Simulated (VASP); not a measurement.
# TlCl (Pm-3m) in VASP: a series of runs

The runs below take TlCl through relaxation of cell and atoms, with r2SCAN.

Program: VASP 6.6.1. These are calculated values, not measurements. Logs are shortened: lines on timing, memory, paths and dates and some standing lists are left out, and cuts for length are marked.

## Step 1: The cell of the first run

The structure is cubic, space group Pm-3m (No. 221). Conventional cell: a = 3.837 Å, b = 3.837 Å, c = 3.837 Å, α = 90.00°, β = 90.00°, γ = 90.00°. Within 4.4 Å of Tl (site symmetry m-3m) lie 8 Cl at 3.32 Å and 6 Tl at 3.84 Å. Within 4.4 Å of Cl (site symmetry m-3m) lie 8 Tl at 3.32 Å and 6 Cl at 3.84 Å.

## Step 2: Relaxation of cell and atoms, r2SCAN, target pressure 4 GPa, at which the enthalpy is minimised

The input, POSCAR:

```
TlCl
1.0
    3.8370137808      0.0000000000      0.0000000000
    0.0000000000      3.8370137808      0.0000000000
    0.0000000000      0.0000000000      3.8370137808
Tl Cl
1 1
Direct
    0.0000000000      0.0000000000      0.0000000000
    0.5000000000      0.5000000000      0.5000000000
```

The input, INCAR.step1:

```
SYSTEM = TlCl
PREC     = Accurate       ! precision mode
ENCUT    = 550            ! plane-wave cutoff, eV
ISMEAR   = 0              ! smearing method
SIGMA    = 0.01           ! smearing width, eV
LREAL    = .False.        ! projectors in reciprocal space
LASPH    = .True.         ! aspherical terms in the spheres
NELM     = 120            ! most SCF steps
GGA      = PE             ! functional
ALGO     = Normal         ! electronic algorithm
EDIFF    = 1E-5           ! SCF threshold, eV
LWAVE    = .True.         ! write WAVECAR
LCHARG   = .False.        ! write CHGCAR
GGA_COMPAT= .False.      
IBRION   = 2              ! ionic algorithm
ISIF     = 3              ! what is computed and relaxed
EDIFFG   = -0.005         ! ionic threshold
NELMIN   = 4            
NSW      = 100            ! ionic steps
```

The input, INCAR.step2:

```
SYSTEM = TlCl
PREC     = Accurate       ! precision mode
ENCUT    = 550            ! plane-wave cutoff, eV
EDIFF    = 1E-7           ! SCF threshold, eV
ISMEAR   = 0              ! smearing method
SIGMA    = 0.01           ! smearing width, eV
LREAL    = .False.        ! projectors in reciprocal space
LASPH    = .True.         ! aspherical terms in the spheres
NELM     = 120            ! most SCF steps
ALGO     = Normal         ! electronic algorithm
ISIF     = 3              ! what is computed and relaxed
LWAVE    = .False.        ! write WAVECAR
LCHARG   = .False.        ! write CHGCAR
METAGGA  = R2SCAN         ! meta-GGA
LMIXTAU  = .True.       
IBRION   = 2              ! ionic algorithm
NSW      = 100            ! ionic steps
EDIFFG   = -0.002         ! ionic threshold
PSTRESS  = 40.0         
ISTART   = 1            
GGA_COMPAT= .False.      
NELMIN   = 4
```

The input, KPOINTS:

```
regular mesh
0
Gamma
  6 6 6
  0 0 0
```

Potentials or basis: VASP PAW PBE potentials, release 64 (Tl_d, Cl).

Run with:

```bash
> cat potpaw_PBE.64/Tl_d/POTCAR potpaw_PBE.64/Cl/POTCAR > POTCAR
> cp INCAR.step1 INCAR
> mpirun -np 1 vasp_std > vasp.out
> cp INCAR.step2 INCAR
> mpirun -np 1 vasp_std > vasp.out
```

OUTCAR:

```text
SYSTEM = TlCl
   PREC = Accurate
   ENCUT = 550
   EDIFF = 1E-7
   ISMEAR = 0
   LREAL = .False.
   LASPH = .True.
   NELM = 120
   ISIF = 3
   METAGGA = R2SCAN
   IBRION = 2
   NSW = 100
   EDIFFG = -0.002
   PSTRESS = 40.0
   ISTART = 1
   NELMIN = 4

 ion  position               nearest neighbor table
   1  0.000  0.000  0.000-   2 3.32   2 3.32   2 3.32   2 3.32   2 3.32   2 3.32   2 3.32   2 3.32

   2  0.500  0.500  0.500-   1 3.32   1 3.32   1 3.32   1 3.32   1 3.32   1 3.32   1 3.32   1 3.32

  LATTYP: Found a simple cubic cell.
 ALAT       =     3.8370137808

  Lattice vectors:

 A1 = (   3.8370137808,   0.0000000000,   0.0000000000)
 A2 = (   0.0000000000,   3.8370137808,   0.0000000000)
 A3 = (   0.0000000000,   0.0000000000,   3.8370137808)

Analysis of symmetry for initial positions (statically):
=====================================================================
 Subroutine PRICEL returns:
 Original cell was already a primitive cell.

 Routine SETGRP: Setting up the symmetry group for a
 simple cubic supercell.

 Subroutine GETGRP returns: Found 48 space group operations
 (whereof 48 operations were pure point group operations)
 out of a pool of 48 trial point group operations.

The static configuration has the point symmetry O_h .

Analysis of symmetry for dynamics (positions and initial velocities):
=====================================================================
 Subroutine PRICEL returns:
 Original cell was already a primitive cell.

 Routine SETGRP: Setting up the symmetry group for a
 simple cubic supercell.

 Subroutine GETGRP returns: Found 48 space group operations
 (whereof 48 operations were pure point group operations)
 out of a pool of 48 trial point group operations.

The dynamic configuration has the point symmetry O_h .

 Subroutine INISYM returns: Found 48 space group operations
 (whereof 48 operations are pure point group operations),
 and found     1 'primitive' translations

----------------------------------------------------------------------------------------

                                     Primitive cell

  volume of cell :      56.4911

  direct lattice vectors                    reciprocal lattice vectors
     3.837013781  0.000000000  0.000000000     0.260619340  0.000000000  0.000000000
     0.000000000  3.837013781  0.000000000     0.000000000  0.260619340  0.000000000
     0.000000000  0.000000000  3.837013781     0.000000000  0.000000000  0.260619340

  length of vectors
     3.837013781  3.837013781  3.837013781     0.260619340  0.260619340  0.260619340

  position of ions in fractional coordinates (direct lattice)
     0.000000000  0.000000000  0.000000000
     0.500000000  0.500000000  0.500000000

  ion indices of the primitive-cell ions
   primitive index   ion index
                 1           1
                 2           2

----------------------------------------------------------------------------------------

 KPOINTS: regular mesh

Automatic generation of k-mesh.
 Grid dimensions read from file:
 generate k-points for:    6    6    6

 Generating k-lattice:

  Cartesian coordinates                     Fractional coordinates (reciprocal lattice)
     0.043436557  0.000000000  0.000000000     0.166666667  0.000000000  0.000000000
     0.000000000  0.043436557  0.000000000     0.000000000  0.166666667  0.000000000
     0.000000000  0.000000000  0.043436557     0.000000000  0.000000000  0.166666667

  Length of vectors
     0.043436557  0.043436557  0.043436557

  Shift w.r.t. Gamma in fractional coordinates (k-lattice)
     0.000000000  0.000000000  0.000000000

 Subroutine IBZKPT returns following result:
 ===========================================

 Found     20 irreducible k-points:

 Following reciprocal coordinates:
            Coordinates               Weight
  0.000000  0.000000  0.000000      1.000000
  0.166667  0.000000  0.000000      6.000000
  0.333333  0.000000  0.000000      6.000000
  0.500000  0.000000  0.000000      3.000000
  0.166667  0.166667  0.000000     12.000000
  0.333333  0.166667  0.000000     24.000000
[... 12 lines left out ...]
  0.500000  0.500000  0.333333      6.000000
  0.500000  0.500000  0.500000      1.000000
   k-points           NKPTS =     20   k-points in BZ     NKDIM =     20   number of bands    NBANDS=     14
   number of dos      NEDOS =    301   number of ions     NIONS =      2
   total plane-waves  NPLWV =  27000
   dimension x,y,z NGX =    30 NGY =   30 NGZ =   30
   dimension x,y,z NGXF=    60 NGYF=   60 NGZF=   60
   ions per type =               1   1
   NGX,Y,Z   is equivalent  to a cutoff of  13.00, 13.00, 13.00 a.u.
   NGXF,Y,Z  is equivalent  to a cutoff of  26.00, 26.00, 26.00 a.u.
 SYSTEM =  TlCl
   PREC   = accura    normal or accurate (medium, high low for compatibility)
   ISTART =      1    job   : 0-new  1-cont  2-samecut
   ICHARG =      0    charge: 1-file 2-atom 10-const
   ISPIN  =      1    spin polarized calculation?
   LNONCOLLINEAR =      F non collinear calculations
   LSORBIT =      F    spin-orbit coupling
   LASPH  =      T    aspherical Exc in radial PAW
   ENCUT  =  550.0 eV  40.42 Ry    6.36 a.u.   7.34  7.34  7.34*2*pi/ulx,y,z
   NELM   =    120;   NELMIN=  4; NELMDL=  0     # of ELM steps
   EDIFF  = 0.1E-06   stopping-criterion for ELM
   LREAL  =      F    real-space projection
   EDIFFG = -.2E-02   stopping-criterion for IOM
   NSW    =    100    number of steps for IOM
   IBRION =      2    ionic relax: 0-MD 1-quasi-New 2-CG
   NFREE  =      1    steps in history (QN), initial steepest desc. (CG)
   ISIF   =      3    stress and relaxation
   ISYM   =      2    0-nonsym 1-usesym 2-fastsym
   POTIM  = 0.5000    time-step for ionic-motion
   TEBEG  =    0.0;   TEEND  =   0.0 temperature during run
   PSTRESS=   40.0 pullay stress
   NELECT =      20.0000    total number of electrons
   NUPDOWN=      -1.0000    fix difference up-down
   EMIN   =  10.00;   EMAX   =-10.00  energy-range for DOS
   EFERMI =   0.00;   METHOD = LEGACY
   ISMEAR =     0;   SIGMA  =   0.01  broadening in eV -4-tet -1-fermi 0-gaus
   EFERMI_NEDOS =   21; number of points for ismear=-14 and -15
   IALGO  =     38    algorithm
   IMIX   =      4    mixing-type and parameters
     AMIX     =   0.40;   BMIX     =  1.00
     AMIX_MAG =   1.60;   BMIX_MAG =  1.00
  volume/ion in A,a.u.               =      28.25       190.61
  Fermi-wavevector in a.u.,A,eV,Ry     =   1.158132  2.188553 18.249089  1.341270
  Thomas-Fermi vector in A             =   2.294737
   LORBIT       =      0    0 simple, 1 ext, 2 COOP (PROOUT), +10 PAW based schemes
   METAGGA = R2SCAN    functional components
   LHFCALC =     F    Hartree Fock is set to
   AEXX    =    0.0000 exact exchange contribution
   IVDW    =     0    specifies the selected vdW correction
   LEPSILON=     F    determine dielectric tensor
   LRPA    =     F    only Hartree local field effects (RPA)
 conjugate gradient relaxation of ions
 non-spin polarized calculation
 Gauss-broadening in eV      SIGMA  =   0.01
  energy-cutoff  :      550.00
  volume of cell :       56.49
 maximum number of plane-waves:      1675
 NGX is ok and might be reduce to    30
   NGX = 15   NGY = 15   NGZ = 15

--------------------------------------- Ionic step        1  -------------------------------------------

 number of electron      20.0000005 magnetization

 Free energy of the ion-electron system (eV)
  ---------------------------------------------------
  ext. energy  EPLUGINS =         0.00000000
  ---------------------------------------------------
  free energy    TOTEN  =       -61.54948352 eV

  energy without entropy =      -61.54948352  energy(sigma->0) =      -61.54948352

 E-fermi :   2.4953     XC(G=0):  -9.6165

 val. band max:        2.3949756174   @ k =   0.5000   0.0000   0.0000
 cond. band min:       4.9073850874   @ k =   0.5000   0.0000   0.0000
 fundamental gap:      2.5124094700
 Fermi energy:         2.4952650385

 k-point     1 :       0.0000    0.0000    0.0000
  band No.  band energies     occupation
      1     -12.0024      2.00000
      2      -7.8788      2.00000
      3      -7.8788      2.00000
      4      -7.6296      2.00000
      5      -7.6296      2.00000
      6      -7.6296      2.00000
      7      -2.1054      2.00000
      8       0.7992      2.00000
      9       0.7992      2.00000
     10       0.7992      2.00000
     11      10.7326      0.00000
     12      10.7326      0.00000
     13      10.7326      0.00000
     14      10.7703      0.00000

 k-point     2 :       0.1667    0.0000    0.0000
  band No.  band energies     occupation
      1     -11.9434      2.00000
      2      -7.8754      2.00000
      3      -7.8347      2.00000
      4      -7.6498      2.00000
      5      -7.6498      2.00000
      6      -7.6278      2.00000
      7      -2.3796      2.00000
      8       0.8996      2.00000
      9       0.8996      2.00000
     10       1.0645      2.00000
[... 375 lines left out ...]
  FREE ENERGIE OF THE ION-ELECTRON SYSTEM (eV)
  ---------------------------------------------------
  free  energy   TOTEN  =       -61.4892163443 eV

  energy  without entropy=      -61.4892163443  energy(sigma->0) =      -61.48921634

  enthalpy is  TOTEN    =       -60.2185629948 eV   P V=        1.2706533494

--------------------------------------- Ionic step        3  -------------------------------------------

 number of electron      19.9999996 magnetization

 Free energy of the ion-electron system (eV)
  ---------------------------------------------------
  ext. energy  EPLUGINS =         0.00000000
  ---------------------------------------------------
  free energy    TOTEN  =       -61.48548655 eV

  energy without entropy =      -61.48548655  energy(sigma->0) =      -61.48548655

 E-fermi :   3.7827     XC(G=0): -10.1764

 val. band max:        3.7295611552   @ k =   0.5000   0.0000   0.0000
 cond. band min:       5.9526307892   @ k =   0.5000   0.0000   0.0000
 fundamental gap:      2.2230696340
 Fermi energy:         3.7827400631

 k-point     1 :       0.0000    0.0000    0.0000
  band No.  band energies     occupation
      1     -11.4414      2.00000
      2      -6.8626      2.00000
      3      -6.8626      2.00000
      4      -6.5275      2.00000
      5      -6.5275      2.00000
      6      -6.5275      2.00000
      7      -1.0720      2.00000
      8       1.5534      2.00000
      9       1.5534      2.00000
     10       1.5534      2.00000
     11      11.7847      0.00000
     12      11.7847      0.00000
     13      12.4725      0.00000
     14      12.4725      0.00000

 k-point     2 :       0.1667    0.0000    0.0000
  band No.  band energies     occupation
      1     -11.3598      2.00000
      2      -6.8572      2.00000
      3      -6.8046      2.00000
      4      -6.5577      2.00000
      5      -6.5577      2.00000
      6      -6.5248      2.00000
      7      -1.5161      2.00000
      8       1.6809      2.00000
      9       1.6809      2.00000
     10       1.9655      2.00000
[... 330 lines left out ...]
 POSITION                                       TOTAL-FORCE (eV/Angst)
 -----------------------------------------------------------------------------------
      0.00000      0.00000      0.00000        -0.000000      0.000000      0.000000
      1.85110      1.85110      1.85110         0.000000      0.000000      0.000000
 -----------------------------------------------------------------------------------
    total drift:                                0.000000     -0.000000     -0.000000

  FREE ENERGIE OF THE ION-ELECTRON SYSTEM (eV)
  ---------------------------------------------------
  free  energy   TOTEN  =       -61.4854865500 eV

  energy  without entropy=      -61.4854865500  energy(sigma->0) =      -61.48548655

  enthalpy is  TOTEN    =       -60.2186342158 eV   P V=        1.2668523342

 reached required accuracy - stopping structural energy minimisation
```

Run time: 99 s. Hardware: 1 thread of Intel Xeon 6975P-C (Granite Rapids), shared host; peak memory 0.18 GiB.

What came out:

```yaml
Free_energy: -61.4855 eV
Relaxed_volume: 25.37 Å³/atom
Relaxed_cell: a = 3.702 Å, b = 3.702 Å, c = 3.702 Å, α = 90.00°, β = 90.00°, γ = 90.00°
Space_group_after_relaxing_to_0.05_Å: Pm-3m (No. 221)
Energy_change_on_relaxing_the_enthalpy_is_what_falls: +32.0 meV/atom
Ionic_steps: 3
Pressure_after_relaxing: 4.0 GPa
Band_gap_on_the_k_mesh: 2.22 eV, direct
```

The path:
```
step  energy change (eV)  largest force (eV/Å)  pressure (GPa)  volume (Å³)
   1              0.0000                0.0000           -0.02        56.49
   2              0.0603                0.0000            3.85        50.90
   3              0.0640                0.0000            4.00        50.74
```

Final structure:
```
Tl Cl
1.0
     3.70219    0.00000    0.00000
     0.00000    3.70219    0.00000
     0.00000    0.00000    3.70219
Tl Cl
1 1
Direct
  0.00000 0.00000 0.00000
  0.50000 0.50000 0.50000
```

Levels at points of the mesh, in eV from the valence-band top:
| k point | band 6 | band 7 | band 8 | band 9 | band 10 | band 11 | band 12 | band 13 | band 14 |
| --- | --- | --- | --- | --- | --- | --- | --- | --- | --- |
| (0.00, 0.00, 0.00) | -10.26 | -4.80 | -2.18 | -2.18 | -2.18 | 8.06 | 8.06 | 8.74 | 8.74 |
| (0.50, 0.00, 0.00) | -10.25 | -6.26 | -1.63 | -1.63 | 0.00 | 2.22 | 7.00 | 7.00 | 8.87 |
| (0.50, 0.50, 0.00) | -10.17 | -3.89 | -3.89 | -3.56 | -1.61 | 5.37 | 5.37 | 8.98 | 9.41 |
| (0.50, 0.50, 0.50) | -10.16 | -2.71 | -2.71 | -2.71 | -2.05 | 2.45 | 2.45 | 2.45 | 14.36 |

Caveat: the cell is relaxed towards a set pressure, so the enthalpy falls and the energy may rise; the PAW data sets were made with another functional, which shifts forces and pressure a little; spin-orbit coupling is left out, which moves the levels of the heavy elements.

## Step 3: Relaxation of cell and atoms, r2SCAN, target pressure 7 GPa, at which the enthalpy is minimised

POSCAR is that of step 2.

The input, INCAR.step1:

```
SYSTEM = TlCl
ALGO = Normal
EDIFF = 1E-5
EDIFFG = -0.005
ENCUT = 550
GGA = PE
GGA_COMPAT = .FALSE.
IBRION = 2
ISIF = 3
ISMEAR = 0
LASPH = .TRUE.
LCHARG = .FALSE.
LREAL = .FALSE.
LWAVE = .TRUE.
NELM = 120
NELMIN = 4
NSW = 100
PREC = Accurate
SIGMA = 0.01
```

The input, INCAR.step2:

```
SYSTEM = TlCl
ALGO = Normal
EDIFF = 1E-7
EDIFFG = -0.002
ENCUT = 550
GGA_COMPAT = .FALSE.
IBRION = 2
ISIF = 3
ISMEAR = 0
ISTART = 1
LASPH = .TRUE.
LCHARG = .FALSE.
LMIXTAU = .TRUE.
LREAL = .FALSE.
LWAVE = .FALSE.
METAGGA = R2SCAN
NELM = 120
NELMIN = 4
NSW = 100
PREC = Accurate
PSTRESS = 70.0
SIGMA = 0.01
```

The input, KPOINTS:

```
k-points
0
G
  6 6 6
  0 0 0
```

Potentials or basis: VASP PAW PBE potentials, release 64 (Tl_d, Cl).

Run with:

```bash
> cat potpaw_PBE.64/Tl_d/POTCAR potpaw_PBE.64/Cl/POTCAR > POTCAR
> cp INCAR.step1 INCAR
> mpirun -np 1 vasp_std > vasp.out
> cp INCAR.step2 INCAR
> mpirun -np 1 vasp_std > vasp.out
```

Run time: 4.4 min. Hardware: 1 thread of Intel Xeon 6975P-C (Granite Rapids), shared host; peak memory 0.19 GiB.

It converged, with:

* Free energy: -61.3921 eV
* Relaxed volume: 23.99 Å³/atom
* Relaxed cell: a = 3.634 Å, b = 3.634 Å, c = 3.634 Å, α = 90.00°, β = 90.00°, γ = 90.00°
* Space group after relaxing (to 0.05 Å): Pm-3m (No. 221)
* Energy change on relaxing (the enthalpy is what falls): +78.7 meV/atom
* Ionic steps: 15
* Pressure after relaxing: 7.0 GPa
* Band gap on the k mesh: 2.05 eV, direct

The path:
| step | energy change (eV) | largest force (eV/Å) | pressure (GPa) | volume (Å³) |
| --- | --- | --- | --- | --- |
| 1 | 0.0000 | 0.0000 | -0.02 | 56.49 |
| 2 | 0.2059 | 0.0000 | 8.35 | 46.97 |
| 3 | 0.1584 | 0.0000 | 7.02 | 47.96 |
| 4 | 0.1515 | 0.0000 | 6.82 | 48.12 |
| 5 | 0.1516 | 0.0000 | 6.83 | 48.12 |
| 6 | 0.1521 | 0.0000 | 6.84 | 48.10 |
| 7 | 0.1521 | 0.0000 | 6.84 | 48.10 |
| 8 | 0.1522 | 0.0000 | 6.84 | 48.10 |
| 9 | 0.1522 | 0.0000 | 6.85 | 48.10 |
| 10 | 0.1523 | 0.0000 | 6.85 | 48.10 |
| 11 | 0.1524 | 0.0000 | 6.85 | 48.10 |
| 12 | 0.1528 | 0.0000 | 6.86 | 48.09 |
| 13 | 0.1534 | 0.0000 | 6.88 | 48.07 |
| 14 | 0.1548 | 0.0000 | 6.92 | 48.04 |
| 15 | 0.1574 | 0.0000 | 6.99 | 47.98 |

Final structure:
```
Tl Cl
1.0
     3.63378    0.00000    0.00000
     0.00000    3.63378    0.00000
     0.00000    0.00000    3.63378
Tl Cl
1 1
Cartesian
  0.0000 0.0000 0.0000
  1.8169 1.8169 1.8169
```

Levels at points of the mesh, in eV from the valence-band top:
```csv
k point,band 7,band 8,band 9,band 10,band 11,band 12,band 13,band 14
"(0.00, 0.00, 0.00)",-4.98,-2.52,-2.52,-2.52,7.85,7.85,8.95,8.95
"(0.50, 0.00, 0.00)",-6.72,-1.90,-1.90,0.00,2.05,6.93,6.93,8.56
"(0.50, 0.50, 0.00)",-4.39,-4.39,-3.73,-1.90,5.40,5.40,8.91,9.64
"(0.50, 0.50, 0.50)",-3.06,-3.06,-3.06,-2.03,2.15,2.15,2.15,14.70
```

Caveat: the cell is relaxed towards a set pressure, so the enthalpy falls and the energy may rise; the volume moved by over 15 % at a fixed basis, so the end points are rough; the PAW data sets were made with another functional, which shifts forces and pressure a little; spin-orbit coupling is left out, which moves the levels of the heavy elements.

[end of part 1 of 2]
